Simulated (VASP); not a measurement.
# Ge (I4_1/amd) in VASP: a series of runs, part 2 of 2

VASP 6.6.1. Earlier steps stand in the parts before.

## Step 6: Single point, RPBE

This run uses another cell than the first one, of 18.52 Å³/atom, 1.196 times its volume.

INCAR reads:

```
PREC = Accurate
ENCUT = 520
EDIFF = 1E-7
ISMEAR = -1
SIGMA = 0.05
LREAL = F
LASPH = T
NELM = 60
ALGO = Normal
ISIF = 2
LWAVE = F
LCHARG = F
GGA = RP
NBANDS = 21
```

KPOINTS reads:

```
Automatic mesh
0
Gamma
  11 11 11
```

POSCAR reads:

```
Ge
1.0
   -2.5744897190      2.5744897190      1.3974126432
    2.5744897190     -2.5744897190      1.3974126432
    2.5744897190      2.5744897190     -1.3974126432
Ge
2
Direct
    0.5000000000      0.5000000000      0.0000000000
    0.2500000000      0.7500000000      0.5000000000
```

Potentials or basis: VASP PAW PBE potentials, release 64 (Ge_d).

Launch:

```console
cat potpaw_PBE.64/Ge_d/POTCAR > POTCAR
mpirun -np 1 vasp_std > vasp.out
```

OUTCAR:

```text
PREC = Accurate
   ENCUT = 520
   EDIFF = 1E-7
   ISMEAR = -1
   LREAL = F
   LASPH = T
   NELM = 60
   ISIF = 2
   GGA = RP

 ion  position               nearest neighbor table
   1  0.500  0.500  0.000-   2 2.67   2 2.67   2 2.67   2 2.67
   2  0.250  0.750  0.500-   1 2.67   1 2.67   1 2.67   1 2.67

  LATTYP: Found a body centered tetragonal cell.
 ALAT       =     5.1489794380
 C/A-ratio  =     0.5427920853

  Lattice vectors:

 A1 = (  -2.5744897190,   2.5744897190,   1.3974126432)
 A2 = (   2.5744897190,  -2.5744897190,   1.3974126432)
 A3 = (   2.5744897190,   2.5744897190,  -1.3974126432)

Analysis of symmetry for initial positions (statically):
=====================================================================
 Subroutine PRICEL returns:
 Original cell was already a primitive cell.

 Routine SETGRP: Setting up the symmetry group for a
 body centered tetragonal supercell.

 Subroutine GETGRP returns: Found 16 space group operations
 (whereof  8 operations were pure point group operations)
 out of a pool of 16 trial point group operations.

The static configuration has the point symmetry D_2d.
[... 153 lines left out ...]
 number of electron      28.0000028 magnetization

 Free energy of the ion-electron system (eV)
  ---------------------------------------------------
  ext. energy  EPLUGINS =         0.00000000
  ---------------------------------------------------
  free energy    TOTEN  =        -7.80702843 eV

  energy without entropy =       -7.79897843  energy(sigma->0) =       -7.80300343

 E-fermi :   6.9499     XC(G=0): -11.2146

 val. band max:        6.9303399219   @ k =   0.4545   0.2727   0.0909
 cond. band min:       6.9752984163   @ k =  -0.4545   0.0909   0.0000
 fundamental gap:      0.0449584944
 Fermi energy:         6.9498930496

 k-point     1 :       0.0000    0.0000    0.0000
  band No.  band energies     occupation
      1     -17.8984      2.00000
      2     -17.8568      2.00000
      3     -17.8248      2.00000
      4     -17.8239      2.00000
      5     -17.7200      2.00000
      6     -17.7200      2.00000
[... 565 lines left out ...]
     20      19.0772      0.00000
     21      19.5026      0.00000

 [... further k-points ...]
[... 5 lines left out ...]
  --------------------------------------------------------------------------------------
  -------------------------------------------------------------------------------------
  Total        1.1612251      1.1612251      1.1335294      0.0000000      0.0000000      0.0000000
  in kB       50.2180703     50.2180703     49.0203459      0.0000000      0.0000000      0.0000000
  external PRESSURE =      49.8188288 kB  Pullay stress =       0.0000000 kB

 VOLUME and BASIS-vectors are now :
 -----------------------------------------------------------------------------
  energy-cutoff  :      520.00
  volume of cell :       37.05
      direct lattice vectors                 reciprocal lattice vectors
    -2.574489719  2.574489719  1.397412643     0.000000000  0.194213244  0.357804119
     2.574489719 -2.574489719  1.397412643     0.194213244  0.000000000  0.357804119
     2.574489719  2.574489719 -1.397412643     0.194213244  0.194213244  0.000000000

 POSITION                                       TOTAL-FORCE (eV/Angst)
 -----------------------------------------------------------------------------------
      0.00000      0.00000      1.39741        -0.000000     -0.000000     -0.000000
      2.57449      0.00000      0.69871         0.000000      0.000000      0.000000
 -----------------------------------------------------------------------------------
    total drift:                                0.000000     -0.000000      0.000000

  FREE ENERGIE OF THE ION-ELECTRON SYSTEM (eV)
  ---------------------------------------------------
  free  energy   TOTEN  =        -7.8070284314 eV

  energy  without entropy=       -7.7989784324  energy(sigma->0) =       -7.80300343
```

stdout:

```text
POSCAR found type information on POSCAR Ge
 POSCAR found :  1 types and       2 ions
 scaLAPACK will be used
 -----------------------------------------------------------------------------
|                                                                             |
|                                                                             |
|     You enforced a specific xc type in the INCAR file but a different       |
|     I HOPE YOU KNOW WHAT YOU ARE DOING!                                     |
|                                                                             |
 -----------------------------------------------------------------------------

 LDA part: xc-table for (Slater+PW92), standard interpolation
 POSCAR, INCAR and KPOINTS ok, starting setup
 FFT: planning ... GRIDC
 FFT: planning ... GRID_SOFT
 FFT: planning ... GRID
 WAVECAR not read
 entering main loop
```

Run time: 47 s. Hardware: 1 thread of Intel Xeon 6975P-C (Granite Rapids), shared host; peak memory 0.22 GiB.

What came out:

| Quantity | Value |
| --- | --- |
| Free energy | -7.8070 eV |
| Pressure | 5.0 GPa |
| Band gap on the k mesh | zero (band 14 reaches 8.67 eV, above the bottom of band 15 at 3.93 eV) |

Caveat: the PAW data sets were made with another functional, which shifts forces and pressure a little.

## Step 7: Overview

| level | cell | gap on the mesh (eV) | pressure (GPa) |
| --- | --- | --- | --- |
| PBEsol | a = 3.678 Å, angles 97.3, 97.3, 138.2°, 2 atoms | none | 19.9 |
| PBEsol | a = 3.763 Å, angles 97.3, 97.3, 138.1°, 2 atoms | none | 9.9 |
| PBEsol | a = 3.819 Å, angles 97.4, 97.4, 138.1°, 2 atoms | none | 5.0 |
| PBEsol | a = 3.892 Å, angles 97.3, 97.3, 138.1°, 2 atoms | none | 0.0 |
| RPBE | a = 3.900 Å, angles 97.4, 97.4, 138.0°, 2 atoms | none | 5.0 |

Alike in all rows: task single point; potentials or basis VASP PAW PBE potentials, release 64 (Ge_d); no spin polarisation; k mesh 11 × 11 × 11; cutoff (eV) 520; smearing fermi-dirac 0.05 eV.

Caveats: the PAW data sets were made with another functional, which shifts forces and pressure a little.

Total energies depend on the potentials used, so only differences within one code and one set of settings carry meaning.
